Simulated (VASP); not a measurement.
Wanted: the native input for a VASP 6.6.1 run.

- Task: single point
- Functional: r2SCAN
- Potentials or basis: VASP PAW PBE potentials, release 64 (Pb_d, Te)
- Cutoff: 520 eV
- k mesh: 8 × 8 × 8
- Occupations: fermi-dirac, width 0.02 eV
- Spin: non-collinear spin, zero start, spin-orbit coupling
- Starting moments: [[0.0, 0.0, 0.0], [0.0, 0.0, 0.0]] μB
- Dipole correction: no
- Further INCAR settings: ALGO = Normal; EDIFF = 1e-06; NBANDS = 32

Crystal: TePb.

```
Pb Te
1.0
     0.00000    3.23516    3.23516
     3.23516    0.00000    3.23516
     3.23516    3.23516    0.00000
Pb Te
1 1
Direct
  0.00000 0.00000 0.00000
  0.50000 0.50000 0.50000
```

This cell differs from its parent crystal: strain -1.0%.

One way to write it, as run:

POSCAR

```
TePb
1.0
    0.0000000000      3.2351584803      3.2351584803
    3.2351584803      0.0000000000      3.2351584803
    3.2351584803      3.2351584803      0.0000000000
Pb Te
1 1
Direct
    0.0000000000      0.0000000000      0.0000000000
    0.5000000000      0.5000000000      0.5000000000
```

INCAR.step1

```
PREC = Accurate
ENCUT = 520
ISMEAR = -1
SIGMA = 0.02
LREAL = F
LASPH = T
NELM = 150
MAGMOM = 0 0 0 0 0 0
LSORBIT = T
GGA_COMPAT = F
NBANDS = 32
GGA = PE
ALGO = Normal
EDIFF = 1E-4
LWAVE = T
LCHARG = F
```

INCAR.step2

```
PREC = Accurate
ENCUT = 520
EDIFF = 1E-6
ISMEAR = -1
SIGMA = 0.02
LREAL = F
LASPH = T
NELM = 150
ALGO = Normal
ISIF = 2
LWAVE = F
LCHARG = F
MAGMOM = 0 0 0 0 0 0
LORBIT = 11
LSORBIT = T
GGA_COMPAT = F
LORBMOM = T
METAGGA = R2SCAN
LMIXTAU = T
NBANDS = 32
ISTART = 1
```

KPOINTS

```
regular mesh
0
Gamma
  8 8 8
```

Potentials or basis: VASP PAW PBE potentials, release 64 (Pb_d, Te).

The run is started by

```console
$ cat potpaw_PBE.64/Pb_d/POTCAR potpaw_PBE.64/Te/POTCAR > POTCAR
$ cp INCAR.step1 INCAR
$ mpirun -np 1 vasp_ncl > vasp.out
$ cp INCAR.step2 INCAR
$ mpirun -np 1 vasp_ncl > vasp.out
```

Results of the run:

- Pressure: 1.2 GPa
- Net moment: 0.00 μB per cell
- Valence electrons inside the program's atomic spheres: Pb 11.86; Te 3.44

Caveat: the cell differs from its parent crystal (strain -1.0%); the PAW data sets were made with another functional, which shifts forces and pressure a little.

It took 13 min on 1 thread of AMD EPYC 7R13 Processor (Zen 3), with other jobs on the host, peak memory 0.49 GiB.
